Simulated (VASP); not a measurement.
Here is a VASP 6.6.1 calculation.

The input INCAR:

```
SYSTEM = Na2Al2O
PREC     = Accurate       ! precision mode
ENCUT    = 520            ! plane-wave cutoff, eV
EDIFF    = 1E-6           ! SCF threshold, eV
ISMEAR   = 0              ! smearing method
SIGMA    = 0.1            ! smearing width, eV
LREAL    = .False.        ! projectors in reciprocal space
LASPH    = .True.         ! aspherical terms in the spheres
NELM     = 80             ! most SCF steps
ALGO     = Normal         ! electronic algorithm
ISIF     = 2              ! what is computed and relaxed
LWAVE    = .False.        ! write WAVECAR
LCHARG   = .False.        ! write CHGCAR
GGA      = PE             ! functional
NBANDS   = 21             ! bands
```

KPOINTS

```
regular mesh
0
Gamma
  6 6 4
  0 0 0
```

File POSCAR:

```
Na2Al2O
1.0
    4.3543668893      0.0000000000      0.0000000000
   -2.1771834446      3.7709923435      0.0000000000
    0.0000000000      0.0000000000      6.8215189678
Na Al O
2 2 1
Direct
    0.3333333333      0.6666666667      0.1570554117
    0.6666666667      0.3333333333      0.1570554117
    0.3333333333      0.6666666667      0.6569880768
    0.6666666667      0.3333333333      0.6569880768
    0.0000000000      0.0000000000      0.1569978730
```

Potentials or basis: VASP PAW PBE potentials, release 64 (Na_pv, Al, O).

Launch:

```console
$ cat potpaw_PBE.64/Na_pv/POTCAR potpaw_PBE.64/Al/POTCAR potpaw_PBE.64/O/POTCAR > POTCAR
$ mpirun -np 1 vasp_std > vasp.out
```

Problem. Estimate the pressure.

Solution. 0.1 GPa.

Problem. What does it give for the band gap on the k mesh?

Solution. Zero (bands 13 and 14 overlap by 1.20 eV).

Stress tensor (GPa, compression positive):
```
-0.06  0.00  0.00
 0.00 -0.06  0.00
 0.00  0.00  0.33
```
